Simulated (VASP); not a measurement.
# C (P6_3mc) in VASP: settings compared

Aim: see how the results for C move with the level of theory and the settings. Levels: PBEsol, revPBE, r2SCAN. Tasks: single point.

All numbers are computed with VASP 6.6.1; they aren't measurements. Logs are shortened: lines on timing, memory, paths and dates and some standing lists are left out, and cuts for length are marked.

## Step 1: The cell of the first run

The structure is hexagonal, space group P6_3mc (No. 186). The conventional cell has a = 2.470 Å, b = 2.470 Å, c = 6.790 Å, α = 90.00°, β = 90.00°, γ = 120.00°. Within 1.9 Å of C (site symmetry 3m) lie 3 C at 1.43 Å. Within 1.9 Å of C (site symmetry 3m) lie 3 C at 1.43 Å.

## Step 2: Single point, PBEsol

Contents of INCAR:

```
SYSTEM = C
ALGO = Normal
EDIFF = 1E-6
ENCUT = 520
GGA = PS
ISIF = 2
ISMEAR = -1
LASPH = .TRUE.
LCHARG = .TRUE.
LELF = .TRUE.
LREAL = .FALSE.
LVHAR = .TRUE.
LWAVE = .FALSE.
NBANDS = 16
NELM = 80
PREC = Accurate
SIGMA = 0.1
```

Contents of KPOINTS:

```
k-points
0
G
  12 12 4
  0 0 0
```

Contents of POSCAR:

```
C
1.0
    2.4700000000      0.0000000000      0.0000000000
   -1.2350000000      2.1390827500      0.0000000000
    0.0000000000      0.0000000000      6.7900000000
C
4
Direct
    0.0000000000      0.0000000000      0.0000000000
    0.0000000000      0.0000000000      0.5000000000
    0.3333333318      0.6666666636      0.0050000000
    0.6666666659      0.3333333318      0.5050000000
```

Potentials or basis: VASP PAW PBE potentials, release 64 (C).

Started as:

```console
> cat potpaw_PBE.64/C/POTCAR > POTCAR
> mpirun -np 1 vasp_std > vasp.out
```

OUTCAR:

```text
SYSTEM = C
   EDIFF = 1E-6
   ENCUT = 520
   GGA = PS
   ISIF = 2
   ISMEAR = -1
   LASPH = .TRUE.
   LREAL = .FALSE.
   NELM = 80
   PREC = Accurate

 ion  position               nearest neighbor table
   1  0.000  0.000  0.000-   3 1.43   3 1.43   3 1.43
   2  0.000  0.000  0.500-   4 1.43   4 1.43   4 1.43
   3  0.333  0.667  0.005-   1 1.43   1 1.43   1 1.43
   4  0.667  0.333  0.505-   2 1.43   2 1.43   2 1.43

  LATTYP: Found a hexagonal cell.
 ALAT       =     2.4700000000
 C/A-ratio  =     2.7489878543

  Lattice vectors:

 A1 = (   2.4700000000,   0.0000000000,   0.0000000000)
 A2 = (  -1.2350000000,   2.1390827500,   0.0000000000)
 A3 = (   0.0000000000,   0.0000000000,   6.7900000000)

Analysis of symmetry for initial positions (statically):
=====================================================================
 Subroutine PRICEL returns:
 Original cell was already a primitive cell.

 Routine SETGRP: Setting up the symmetry group for a
 hexagonal supercell.

 Subroutine GETGRP returns: Found 12 space group operations
 (whereof  6 operations were pure point group operations)
 out of a pool of 24 trial point group operations.

The static configuration has the point symmetry C_3v.
 The point group associated with its full space group is C_6v.

Analysis of symmetry for dynamics (positions and initial velocities):
=====================================================================
 Subroutine PRICEL returns:
 Original cell was already a primitive cell.

 Routine SETGRP: Setting up the symmetry group for a
 hexagonal supercell.

 Subroutine GETGRP returns: Found 12 space group operations
 (whereof  6 operations were pure point group operations)
 out of a pool of 24 trial point group operations.

The dynamic configuration has the point symmetry C_3v.
 The point group associated with its full space group is C_6v.

 Subroutine INISYM returns: Found 12 space group operations
 (whereof  6 operations are pure point group operations),
 and found     1 'primitive' translations

----------------------------------------------------------------------------------------

                                     Primitive cell

  volume of cell :      35.8752

  direct lattice vectors                    reciprocal lattice vectors
     2.470000000  0.000000000  0.000000000     0.404858300  0.233745048  0.000000000
    -1.235000000  2.139082750  0.000000000     0.000000000  0.467490096  0.000000000
     0.000000000  0.000000000  6.790000000     0.000000000  0.000000000  0.147275405

  length of vectors
     2.470000000  2.470000002  6.790000000     0.467490096  0.467490096  0.147275405

  position of ions in fractional coordinates (direct lattice)
     0.000000000  0.000000000  0.000000000
     0.000000000  0.000000000  0.500000000
     0.333333332  0.666666664  0.005000000
     0.666666666  0.333333332  0.505000000

  ion indices of the primitive-cell ions
   primitive index   ion index
                 1           1
                 2           2
                 3           3
                 4           4

----------------------------------------------------------------------------------------

 KPOINTS: k-points

Automatic generation of k-mesh.
 Grid dimensions read from file:
 generate k-points for:   12   12    4

 Generating k-lattice:

  Cartesian coordinates                     Fractional coordinates (reciprocal lattice)
     0.033738192  0.019478754  0.000000000     0.083333333 -0.000000000  0.000000000
     0.000000000  0.038957508  0.000000000     0.000000000  0.083333333  0.000000000
     0.000000000  0.000000000  0.036818851     0.000000000  0.000000000  0.250000000

  Length of vectors
     0.038957508  0.038957508  0.036818851

  Shift w.r.t. Gamma in fractional coordinates (k-lattice)
     0.000000000  0.000000000  0.000000000

 Subroutine IBZKPT returns following result:
 ===========================================

 Found     57 irreducible k-points:

 Following reciprocal coordinates:
            Coordinates               Weight
  0.000000  0.000000  0.000000      1.000000
  0.083333 -0.000000  0.000000      6.000000
  0.166667 -0.000000  0.000000      6.000000
  0.250000 -0.000000  0.000000      6.000000
  0.333333  0.000000  0.000000      6.000000
  0.416667 -0.000000  0.000000      6.000000
[... 16 lines left out ...]
  0.250000 -0.000000  0.250000     12.000000
  0.333333  0.000000  0.250000     12.000000
 [... further k-points ...]
   k-points           NKPTS =     57   k-points in BZ     NKDIM =     57   number of bands    NBANDS=     16
   number of dos      NEDOS =    301   number of ions     NIONS =      4
   total plane-waves  NPLWV =  16200
   dimension x,y,z NGX =    18 NGY =   18 NGZ =   50
   dimension x,y,z NGXF=    36 NGYF=   36 NGZF=  100
   ions per type =               4
   NGX,Y,Z   is equivalent  to a cutoff of  12.12, 12.12, 12.24 a.u.
   NGXF,Y,Z  is equivalent  to a cutoff of  24.23, 24.23, 24.48 a.u.
 SYSTEM =  C
   PREC   = accura    normal or accurate (medium, high low for compatibility)
   ISTART =      0    job   : 0-new  1-cont  2-samecut
   ICHARG =      2    charge: 1-file 2-atom 10-const
   ISPIN  =      1    spin polarized calculation?
   LNONCOLLINEAR =      F non collinear calculations
   LSORBIT =      F    spin-orbit coupling
   LASPH  =      T    aspherical Exc in radial PAW
   ENCUT  =  520.0 eV  38.22 Ry    6.18 a.u.   4.59  4.59 12.62*2*pi/ulx,y,z
   NELM   =     80;   NELMIN=  2; NELMDL= -5     # of ELM steps
   EDIFF  = 0.1E-05   stopping-criterion for ELM
   LREAL  =      F    real-space projection
   EDIFFG = 0.1E-04   stopping-criterion for IOM
   NSW    =      0    number of steps for IOM
   IBRION =     -1    ionic relax: 0-MD 1-quasi-New 2-CG
   NFREE  =      0    steps in history (QN), initial steepest desc. (CG)
   ISIF   =      2    stress and relaxation
   ISYM   =      2    0-nonsym 1-usesym 2-fastsym
   POTIM  = 0.5000    time-step for ionic-motion
   TEBEG  =    0.0;   TEEND  =   0.0 temperature during run
   PSTRESS=    0.0 pullay stress
   NELECT =      16.0000    total number of electrons
   NUPDOWN=      -1.0000    fix difference up-down
   EMIN   =  10.00;   EMAX   =-10.00  energy-range for DOS
   EFERMI =   0.00;   METHOD = LEGACY
   ISMEAR =    -1;   SIGMA  =   0.10  broadening in eV -4-tet -1-fermi 0-gaus
   EFERMI_NEDOS =   21; number of points for ismear=-14 and -15
   IALGO  =     38    algorithm
   IMIX   =      4    mixing-type and parameters
     AMIX     =   0.40;   BMIX     =  1.00
     AMIX_MAG =   1.60;   BMIX_MAG =  1.00
  volume/ion in A,a.u.               =       8.97        60.52
  Fermi-wavevector in a.u.,A,eV,Ry     =   1.250787  2.363645 21.285884  1.564468
  Thomas-Fermi vector in A             =   2.384765
   LORBIT       =      0    0 simple, 1 ext, 2 COOP (PROOUT), +10 PAW based schemes
   GGA     = PS    functional components
   LHFCALC =     F    Hartree Fock is set to
   AEXX    =    0.0000 exact exchange contribution
   IVDW    =     0    specifies the selected vdW correction
   LEPSILON=     F    determine dielectric tensor
   LRPA    =     F    only Hartree local field effects (RPA)
 non-spin polarized calculation
  energy-cutoff  :      520.00
  volume of cell :       35.88
 maximum number of plane-waves:       984
   NGX =  9   NGY =  9   NGZ = 25

 number of electron      15.9999995 magnetization

 Free energy of the ion-electron system (eV)
  ---------------------------------------------------
  ext. energy  EPLUGINS =         0.00000000
  ---------------------------------------------------
  free energy    TOTEN  =       -38.54738158 eV

  energy without entropy =      -38.54238284  energy(sigma->0) =      -38.54488221

 E-fermi :   4.4497     XC(G=0): -10.4549

 val. band max:        4.4469778833   @ k =   0.3333   0.3333   0.5000
 cond. band min:       4.4498731899   @ k =   0.3333   0.3333   0.2500
 fundamental gap:      0.0028953065
 Fermi energy:         4.4497426544

 k-point     1 :       0.0000    0.0000    0.0000
  band No.  band energies     occupation
      1     -15.0953      2.00000
      2     -14.8117      2.00000
      3      -4.0299      2.00000
      4      -2.1193      2.00000
      5       1.4847      2.00000
      6       1.4847      2.00000
[... 8 lines left out ...]
     15      15.7184      0.00000
     16      15.9926      0.00000

 k-point     2 :       0.0833   -0.0000    0.0000
  band No.  band energies     occupation
      1     -14.9300      2.00000
      2     -14.6494      2.00000
      3      -3.8292      2.00000
      4      -1.9315      2.00000
      5       0.8276      2.00000
      6       0.8586      2.00000
[... 8 lines left out ...]
     15      15.1528      0.00000
     16      15.4524      0.00000

 k-point     3 :       0.1667   -0.0000    0.0000
  band No.  band energies     occupation
      1     -14.4362      2.00000
      2     -14.1641      2.00000
      3      -3.2314      2.00000
      4      -1.3764      2.00000
      5      -0.8211      2.00000
      6      -0.7626      2.00000
[... 8 lines left out ...]
     15      15.2491      0.00000
     16      15.2950      0.00000

 k-point     4 :       0.2500   -0.0000    0.0000
  band No.  band energies     occupation
      1     -13.6195      2.00000
      2     -13.3617      2.00000
      3      -2.9375      2.00000
      4      -2.8462      2.00000
      5      -2.2479      2.00000
      6      -0.5424      2.00000
[... 8 lines left out ...]
     15      17.7849      0.00000
     16      17.8272      0.00000
[... 324 lines left out ...]
 k-point    22 :       0.1667   -0.0000    0.2500
  band No.  band energies     occupation
      1     -14.3984      2.00000
      2     -14.2062      2.00000
      3      -2.9988      2.00000
      4      -1.7000      2.00000
      5      -0.8132      2.00000
      6      -0.7716      2.00000
[... 8 lines left out ...]
     15      15.2557      0.00000
     16      15.2882      0.00000

 k-point    23 :       0.2500   -0.0000    0.2500
  band No.  band energies     occupation
      1     -13.5835      2.00000
      2     -13.4013      2.00000
      3      -2.9242      2.00000
      4      -2.8595      2.00000
      5      -2.0241      2.00000
      6      -0.7778      2.00000
[... 8 lines left out ...]
     15      17.7906      0.00000
     16      17.8206      0.00000

 k-point    24 :       0.3333    0.0000    0.2500
  band No.  band energies     occupation
      1     -12.4586      2.00000
      2     -12.2900      2.00000
      3      -5.1364      2.00000
      4      -5.0479      2.00000
      5      -1.2701      2.00000
      6      -1.2360      2.00000
[... 8 lines left out ...]
     15      19.5261      0.00000
     16      20.5964      0.00000

 [... further k-points ...]

------------------------ aborting loop because EDIFF is reached ----------------------------------------

  FORCE on cell =-STRESS in cart. coord.  units (eV):
  Direction    XX          YY          ZZ          XY          YZ          ZX
  --------------------------------------------------------------------------------------
  -------------------------------------------------------------------------------------
  Total       -1.0209678     -1.0209679      0.1644735      0.0000000      0.0000000      0.0000000
  in kB      -45.5961670    -45.5961671      7.3453445      0.0000000      0.0000000      0.0000000
  external PRESSURE =     -27.9489965 kB  Pullay stress =       0.0000000 kB

 VOLUME and BASIS-vectors are now :
 -----------------------------------------------------------------------------
  energy-cutoff  :      520.00
  volume of cell :       35.88
      direct lattice vectors                 reciprocal lattice vectors
     2.470000000  0.000000000  0.000000000     0.404858300  0.233745048  0.000000000
    -1.235000000  2.139082750  0.000000000     0.000000000  0.467490096  0.000000000
     0.000000000  0.000000000  6.790000000     0.000000000  0.000000000  0.147275405

 POSITION                                       TOTAL-FORCE (eV/Angst)
 -----------------------------------------------------------------------------------
      0.00000      0.00000      0.00000         0.000000      0.000000      0.568794
      0.00000      0.00000      3.39500        -0.000000      0.000000      0.568794
      0.00000      1.42606      0.03395        -0.000000      0.000000     -0.568794
      1.23500      0.71303      3.42895         0.000000     -0.000000     -0.568794
 -----------------------------------------------------------------------------------
    total drift:                               -0.000000      0.000002      0.000018

  FREE ENERGIE OF THE ION-ELECTRON SYSTEM (eV)
  ---------------------------------------------------
  free  energy   TOTEN  =       -38.5473815838 eV

  energy  without entropy=      -38.5423828388  energy(sigma->0) =      -38.54488221
```

Run time: 37 s. Hardware: 1 thread of AMD EPYC 7R13, shared host; peak memory 0.12 GiB.

What came out:

* Free energy: -38.5474 eV
* Pressure: -2.8 GPa
* Largest force: 0.569 eV/Å
* Band gap on the k mesh: zero (band 8 reaches 4.45 eV, above the bottom of band 9 at 4.43 eV)

Forces in eV/Å, atoms in the order of the input:
```
C    0.000  0.000  0.569
C    0.000  0.000  0.569
C    0.000  0.000 -0.569
C    0.000  0.000 -0.569
```

Levels at points of the mesh, in eV from the Fermi level:
```
           k point  band 4  band 5  band 6  band 7  band 8  band 9  band 10  band 11  band 12  band 13
(0.00, 0.00, 0.00)   -6.57   -2.97   -2.97   -2.95   -2.95    3.96     8.27     8.27     8.32     8.32
(0.50, 0.00, 0.00)  -13.11   -6.36   -6.31   -2.73   -2.07    1.46     2.14     7.15     7.52    11.01
(0.00, 0.00, 0.50)   -7.62   -2.96   -2.96   -2.96   -2.96    6.53     6.53     8.29     8.29     8.29
(0.50, 0.00, 0.50)  -13.16   -6.34   -6.34   -2.34   -2.34    1.61     1.61     7.33     7.33    12.28
```

Caveat: the PAW data sets were made with another functional, which shifts forces and pressure a little; this functional lacks dispersion, which binds the layers, so the pressure and a relaxed spacing across them are unreliable.

## Step 3: Single point, revPBE

Contents of INCAR:

```
ALGO     = Normal         # electronic algorithm
EDIFF    = 1E-7           # SCF threshold, eV
ENCUT    = 520            # plane-wave cutoff, eV
GGA      = RE             # functional
ISIF     = 2              # what is computed and relaxed
ISMEAR   = -1             # smearing method
LASPH    = True           # aspherical terms in the spheres
LCHARG   = False          # write CHGCAR
LREAL    = False          # projectors in reciprocal space
LWAVE    = False          # write WAVECAR
NBANDS   = 16             # bands
NELM     = 100            # most SCF steps
PREC     = Accurate       # precision mode
SIGMA    = 0.1            # smearing width, eV
```

Contents of KPOINTS:

```
k-points
0
Gamma
  12 12 4
```

POSCAR is that of step 2.

Potentials or basis: VASP PAW PBE potentials, release 64 (C).

Started as:

```console
> cat potpaw_PBE.64/C/POTCAR > POTCAR
> mpirun -np 1 vasp_std > vasp.out
```

Wall time 54 s (1 thread of AMD EPYC 7R13, shared host); peak memory 0.12 GiB.

Results (log left out):

* Free energy: -35.3619 eV
* Pressure: 3.0 GPa
* Largest force: 0.558 eV/Å
* Band gap on the k mesh: zero (band 8 reaches 4.63 eV, above the bottom of band 9 at 4.62 eV)

Forces in eV/Å, atoms in the order of the input:
```
C    0.000  0.000  0.558
C    0.000  0.000  0.558
C    0.000  0.000 -0.558
C    0.000  0.000 -0.558
```

Stress tensor (GPa, compression positive):
```
2.31 0.00 0.00
0.00 2.31 0.00
0.00 0.00 4.42
```

Levels at points of the mesh, in eV from the Fermi level:
```
           k point  band 6  band 7  band 8  band 9  band 10  band 11
(0.00, 0.00, 0.00)   -3.00   -2.98   -2.98    4.42     8.29     8.29
(0.50, 0.00, 0.00)   -6.34   -2.71   -2.08    1.53     2.15     7.15
(0.00, 0.00, 0.50)   -2.99   -2.99   -2.99    6.96     6.96     8.32
(0.50, 0.00, 0.50)   -6.36   -2.34   -2.34    1.68     1.68     7.32
```

Caveat: the PAW data sets were made with another functional, which shifts forces and pressure a little; this functional lacks dispersion, which binds the layers, so the pressure and a relaxed spacing across them are unreliable.

## Step 4: Single point, r2SCAN

POSCAR is that of step 3.

Contents of INCAR.step1:

```
SYSTEM = C
PREC = Accurate
ENCUT = 520
ISMEAR = -1
SIGMA = 0.1
LREAL = .False.
LASPH = .True.
NELM = 60
NBANDS = 16
GGA = PE
ALGO = Normal
EDIFF = 1E-4
LWAVE = .True.
LCHARG = .False.
```

Contents of INCAR.step2:

```
SYSTEM = C
PREC = Accurate
ENCUT = 520
EDIFF = 1E-6
ISMEAR = -1
SIGMA = 0.1
LREAL = .False.
LASPH = .True.
NELM = 60
ALGO = Normal
ISIF = 2
LWAVE = .False.
LCHARG = .False.
METAGGA = R2SCAN
LMIXTAU = .True.
NBANDS = 16
ISTART = 1
```

Contents of KPOINTS:

```
regular mesh
0
Gamma
  12 12 4
  0 0 0
```

Started as:

```console
> cat potpaw_PBE.64/C/POTCAR > POTCAR
> cp INCAR.step1 INCAR
> mpirun -np 1 vasp_std > vasp.out
> cp INCAR.step2 INCAR
> mpirun -np 1 vasp_std > vasp.out
```

Wall time 3.5 min (1 thread of AMD EPYC 7R13, shared host); peak memory 0.12 GiB.

The run converged. Its results:

```yaml
Free_energy: -39.7180 eV
Pressure: -3.8 GPa
Largest_force: 0.587 eV/Å
Band_gap_on_the_k_mesh: zero (band 8 reaches 4.48 eV, above the bottom of band 9 at 4.45 eV)
```

Forces in eV/Å, atoms in the order of the input:
```
C    0.000  0.000  0.587
C    0.000  0.000  0.587
C    0.000  0.000 -0.587
C    0.000  0.000 -0.587
```

Stress tensor (GPa, compression positive):
```
-6.13  0.00  0.00
 0.00 -6.13  0.00
 0.00  0.00  0.75
```

Levels at points of the mesh, in eV from the Fermi level:
| k point | band 4 | band 5 | band 6 | band 7 | band 8 | band 9 | band 10 | band 11 | band 12 | band 13 |
| --- | --- | --- | --- | --- | --- | --- | --- | --- | --- | --- |
| (0.00, 0.00, 0.00) | -6.95 | -3.19 | -3.19 | -3.17 | -3.17 | 4.39 | 8.62 | 8.62 | 8.67 | 8.67 |
| (0.50, 0.00, 0.00) | -13.90 | -6.77 | -6.71 | -2.88 | -2.20 | 1.60 | 2.30 | 7.43 | 7.81 | 11.68 |
| (0.00, 0.00, 0.50) | -8.00 | -3.18 | -3.18 | -3.18 | -3.18 | 7.07 | 7.07 | 8.64 | 8.64 | 8.64 |
| (0.50, 0.00, 0.50) | -13.94 | -6.74 | -6.74 | -2.48 | -2.48 | 1.76 | 1.76 | 7.62 | 7.62 | 13.04 |

Caveat: the PAW data sets were made with another functional, which shifts forces and pressure a little.

## Step 5: The runs side by side

```csv
level,gap on the mesh (eV),pressure (GPa),largest force (eV/Å)
PBEsol,none,-2.8,0.57
revPBE,none,3.0,0.56
r2SCAN,none,-3.8,0.59
```

Alike in all rows: task single point; potentials or basis VASP PAW PBE potentials, release 64 (C); no spin polarisation; cell as given; k mesh 12 × 12 × 4; cutoff (eV) 520; smearing fermi-dirac 0.1 eV.

Every run on the cell as given and a fine mesh finds a metal. The pressure there spans -3.8 GPa (r2SCAN) to 3.0 GPa (revPBE); a positive pressure means that this level wants a larger cell, a negative one a smaller.

Caveats: the PAW data sets were made with another functional, which shifts forces and pressure a little; this functional lacks dispersion, which binds the layers, so the pressure and a relaxed spacing across them are unreliable (some runs).

Absolute energies hang on the potentials; compare differences alone.
